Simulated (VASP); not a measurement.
# Sb (P6_3/mmc) in VASP: relaxation of cell and atoms with r2SCAN

Aim: the relaxation of cell and atoms of Sb with r2SCAN.

All numbers are computed with VASP 6.6.1; they aren't measurements. Logs are shortened: lines on timing, memory, paths and dates and some standing lists are left out, and cuts for length are marked.

## 1. The cell of the first run

The structure is hexagonal, space group P6_3/mmc (No. 194). The conventional cell has a = 3.375 Å, b = 3.375 Å, c = 11.023 Å, α = 90.00°, β = 90.00°, γ = 120.00°. Within 4.4 Å of Sb (site symmetry -3m) lie 12 Sb at 3.37 Å. Within 4.4 Å of Sb (site symmetry -6m2) lie 12 Sb at 3.37 Å.

## 2. Relaxation of cell and atoms, r2SCAN

POSCAR reads:

```
Sb
1.0
    3.3749600568      0.0000000000      0.0000000000
   -1.6874800284      2.9228011460      0.0000000000
    0.0000000000      0.0000000000     11.0226195456
Sb
4
Direct
    0.0000000000      0.0000000000      0.0000000000
    0.0000000000      0.0000000000      0.5000000000
    0.3333333333      0.6666666667      0.2500000000
    0.6666666667      0.3333333333      0.7500000000
```

INCAR.step1 reads:

```
PREC = Accurate ; ENCUT = 600
ISMEAR = -1 ; SIGMA = 0.1
LREAL = False ; LASPH = True
NELM = 60 ; GGA = PE
ALGO = Normal ; EDIFF = 1E-4
LWAVE = True ; LCHARG = False
```

INCAR.step2 reads:

```
PREC = Accurate ; ENCUT = 600
EDIFF = 1E-6 ; ISMEAR = -1
SIGMA = 0.1 ; LREAL = False
LASPH = True ; NELM = 60
ALGO = Normal ; ISIF = 3
LWAVE = False ; LCHARG = False
METAGGA = R2SCAN ; LMIXTAU = True
IBRION = 2 ; NSW = 80
EDIFFG = -0.01 ; ISTART = 1
```

KPOINTS reads:

```
regular mesh
0
Gamma
  11 11 3
```

Potentials or basis: VASP PAW PBE potentials, release 64 (Sb).

On the command line:

```sh
$ cat potpaw_PBE.64/Sb/POTCAR > POTCAR
$ cp INCAR.step1 INCAR
$ mpirun -np 1 vasp_std > vasp.out
$ cp INCAR.step2 INCAR
$ mpirun -np 1 vasp_std > vasp.out
```

OUTCAR:

```text
PREC = Accurate
   ENCUT = 600
   EDIFF = 1E-6
   ISMEAR = -1
   LREAL = False
   LASPH = True
   NELM = 60
   ISIF = 3
   METAGGA = R2SCAN
   IBRION = 2
   NSW = 80
   EDIFFG = -0.01
   ISTART = 1

 ion  position               nearest neighbor table
   1  0.000  0.000  0.000-   3 3.37   4 3.37   4 3.37   3 3.37   4 3.37   3 3.37
   2  0.000  0.000  0.500-   3 3.37   4 3.37   4 3.37   3 3.37   4 3.37   3 3.37
   3  0.333  0.667  0.250-   1 3.37   2 3.37   1 3.37   2 3.37   1 3.37   2 3.37
   4  0.667  0.333  0.750-   1 3.37   2 3.37   1 3.37   2 3.37   1 3.37   2 3.37

  LATTYP: Found a hexagonal cell.
 ALAT       =     3.3749600568
 C/A-ratio  =     3.2660000000

  Lattice vectors:

 A1 = (   3.3749600568,   0.0000000000,   0.0000000000)
 A2 = (  -1.6874800284,   2.9228011460,   0.0000000000)
 A3 = (   0.0000000000,   0.0000000000,  11.0226195456)

Analysis of symmetry for initial positions (statically):
=====================================================================
 Subroutine PRICEL returns:
 Original cell was already a primitive cell.

 Routine SETGRP: Setting up the symmetry group for a
 hexagonal supercell.

 Subroutine GETGRP returns: Found 24 space group operations
 (whereof 12 operations were pure point group operations)
 out of a pool of 24 trial point group operations.

The static configuration has the point symmetry D_3d.
 The point group associated with its full space group is D_6h.

Analysis of symmetry for dynamics (positions and initial velocities):
=====================================================================
 Subroutine PRICEL returns:
 Original cell was already a primitive cell.

 Routine SETGRP: Setting up the symmetry group for a
 hexagonal supercell.

 Subroutine GETGRP returns: Found 24 space group operations
 (whereof 12 operations were pure point group operations)
 out of a pool of 24 trial point group operations.

The dynamic configuration has the point symmetry D_3d.
 The point group associated with its full space group is D_6h.

 Subroutine INISYM returns: Found 24 space group operations
 (whereof 12 operations are pure point group operations),
 and found     1 'primitive' translations

----------------------------------------------------------------------------------------

                                     Primitive cell

  volume of cell :     108.7308

  direct lattice vectors                    reciprocal lattice vectors
     3.374960057  0.000000000  0.000000000     0.296299803  0.171068771  0.000000000
[... 108 lines left out ...]
   IMIX   =      4    mixing-type and parameters
     AMIX     =   0.40;   BMIX     =  1.00
     AMIX_MAG =   1.60;   BMIX_MAG =  1.00
  volume/ion in A,a.u.               =      27.18       183.44
  Fermi-wavevector in a.u.,A,eV,Ry     =   0.931038  1.759406 11.793954  0.866831
  Thomas-Fermi vector in A             =   2.057489
   LORBIT       =      0    0 simple, 1 ext, 2 COOP (PROOUT), +10 PAW based schemes
   METAGGA = R2SCAN    functional components
   LHFCALC =     F    Hartree Fock is set to
   AEXX    =    0.0000 exact exchange contribution
   IVDW    =     0    specifies the selected vdW correction
   LEPSILON=     F    determine dielectric tensor
   LRPA    =     F    only Hartree local field effects (RPA)
 conjugate gradient relaxation of ions
 non-spin polarized calculation
  energy-cutoff  :      600.00
  volume of cell :      108.73
 maximum number of plane-waves:      3645
 NGX is ok and might be reduce to    28
   NGX = 13   NGY = 13   NGZ = 45

--------------------------------------- Ionic step        1  -------------------------------------------

 number of electron      19.9999999 magnetization

 Free energy of the ion-electron system (eV)
  ---------------------------------------------------
  ext. energy  EPLUGINS =         0.00000000
  ---------------------------------------------------
  free energy    TOTEN  =      -101.09829078 eV

  energy without entropy =     -101.01884876  energy(sigma->0) =     -101.05856977

------------------------ aborting loop because EDIFF is reached ----------------------------------------

  FORCE on cell =-STRESS in cart. coord.  units (eV):
  Direction    XX          YY          ZZ          XY          YZ          ZX
  --------------------------------------------------------------------------------------
  -------------------------------------------------------------------------------------
  Total       -0.6244036     -0.6244036      0.6848527      0.0000000      0.0000000      0.0000000
  in kB       -9.2007505     -9.2007505     10.0914844      0.0000000      0.0000000      0.0000000
  external PRESSURE =      -2.7700055 kB  Pullay stress =       0.0000000 kB
[... 139 lines left out ...]
--------------------------------------- Ionic step        5  -------------------------------------------

 number of electron      20.0000001 magnetization

 Free energy of the ion-electron system (eV)
  ---------------------------------------------------
  ext. energy  EPLUGINS =         0.00000000
  ---------------------------------------------------
  free energy    TOTEN  =      -101.12160416 eV

  energy without entropy =     -101.04494546  energy(sigma->0) =     -101.08327481

 E-fermi :   8.4415     XC(G=0): -10.7981

 val. band max:        8.3959402844   @ k =   0.3636   0.2727   0.3333
 cond. band min:       8.4713005553   @ k =   0.3636   0.0909   0.3333
 fundamental gap:      0.0753602709
 Fermi energy:         8.4415055640

 k-point     1 :       0.0000    0.0000    0.0000
  band No.  band energies     occupation
      1      -5.1457      2.00000
      2      -3.9683      2.00000
      3      -3.9562      2.00000
      4      -1.6245      2.00000
      5       2.2291      2.00000
      6       7.0272      2.00000
      7       7.0303      2.00000
      8      12.7121      0.00000
      9      12.7121      0.00000
     10      13.2645      0.00000
     11      13.3862      0.00000
     12      13.3862      0.00000
     13      13.4390      0.00000
     14      13.4390      0.00000
[... 377 lines left out ...]
      1      -3.9037      2.00000
      2      -3.5103      2.00000
      3      -2.0262      2.00000
      4      -1.1182      2.00000
      5       4.0869      2.00000
      6       5.6876      2.00000
      7       7.4861      1.99986
      8       7.9117      1.99005
      9       8.6072      0.32022
     10       9.1623      0.00148
     11       9.9886      0.00000
     12      10.4837      0.00000
     13      10.7246      0.00000
     14      11.3454      0.00000

 [... further k-points ...]
[... 5 lines left out ...]
  --------------------------------------------------------------------------------------
  -------------------------------------------------------------------------------------
  Total       -0.0088415     -0.0088415      0.0077714     -0.0000000      0.0000000      0.0000000
  in kB       -0.1308150     -0.1308150      0.1149830     -0.0000000      0.0000000      0.0000000
  external PRESSURE =      -0.0488824 kB  Pullay stress =       0.0000000 kB
[... 19 lines left out ...]
  FREE ENERGIE OF THE ION-ELECTRON SYSTEM (eV)
  ---------------------------------------------------
  free  energy   TOTEN  =      -101.1216041575 eV

  energy  without entropy=     -101.0449454581  energy(sigma->0) =     -101.08327481

 reached required accuracy - stopping structural energy minimisation
```

Wall time 22 min (1 thread of Oxide Virtual Turin-like, shared host); peak memory 0.27 GiB.

Results:

| Property | Result |
| --- | --- |
| Free energy | -101.1216 eV |
| Relaxed volume | 27.07 Å³/atom |
| Relaxed cell | a = 3.318 Å, b = 3.318 Å, c = 11.357 Å, α = 90.00°, β = 90.00°, γ = 120.00° |
| Space group after relaxing (to 0.05 Å) | P6_3/mmc (No. 194) |
| Energy gained by relaxing | 5.8 meV/atom |
| Ionic steps | 5 |
| Pressure after relaxing | 0.0 GPa |
| Band gap on the k mesh | zero (band 10 reaches 13.26 eV, above the bottom of band 11 at 5.94 eV) |

The path:
```csv
step,energy change (eV),largest force (eV/Å),pressure (GPa),volume (Å³)
1,0.0000,0.0000,-0.28,108.73
2,-0.0128,0.0000,0.12,107.98
3,-0.0194,0.0000,0.70,107.04
4,-0.0228,0.0000,-0.27,108.79
5,-0.0233,0.0000,0.00,108.29
```

Final structure:
```
Sb
1.0
     3.31810    0.00000    0.00000
    -1.65905    2.87356    0.00000
     0.00000    0.00000   11.35705
Sb
4
Direct
  0.00000 0.00000 0.00000
  0.00000 0.00000 0.50000
  0.33333 0.66667 0.25000
  0.66667 0.33333 0.75000
```

Caveat: the PAW data sets were made with another functional, which shifts forces and pressure a little; spin-orbit coupling is left out, which moves the levels of the heavy elements.
